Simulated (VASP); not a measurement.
## AlN: single point with PBE

Crystal: AlN.

```xyz
2
Lattice="0.0000 2.2016 2.2016 2.2016 0.0000 2.2016 2.2016 2.2016 0.0000" Properties=species:S:1:pos:R:3 pbc="T T T"
Al    0.0000    0.0000    0.0000
N     1.1008    1.1008    1.1008
```

```yaml
Program: VASP 6.6.1
Task: single point
Functional: PBE
Potentials_or_basis: VASP PAW PBE potentials, release 64 (Al, N)
Cutoff: 600 eV
k_mesh: 10 × 10 × 10
Occupations: gaussian, width 0.02 eV
Spin: no spin polarisation
```

```json
{
  "Pressure": "-0.4 GPa",
  "Band gap on the k mesh": "3.31 eV, indirect (least direct gap 3.98 eV)"
}
```

Levels at points of the mesh, in eV from the valence-band top:
```csv
k point,band 1,band 2,band 3,band 4,band 5,band 6,band 7,band 8,band 9
"(0.00, 0.00, 0.00)",-14.84,0.00,0.00,0.00,3.98,12.32,12.32,12.32,17.50
"(0.50, 0.00, 0.00)",-12.87,-5.75,-0.48,-0.48,7.16,9.70,11.00,11.00,17.67
"(0.50, 0.50, 0.00)",-12.25,-4.83,-1.75,-1.75,3.30,8.47,13.64,15.43,15.43
```

It took 11 s on 1 thread of AMD EPYC 9R14 (Zen 4), with other jobs on the host, peak memory 0.12 GiB.

A k mesh can miss the band edges. A hybrid or GW would open this gap; PBE tends to underestimate it.
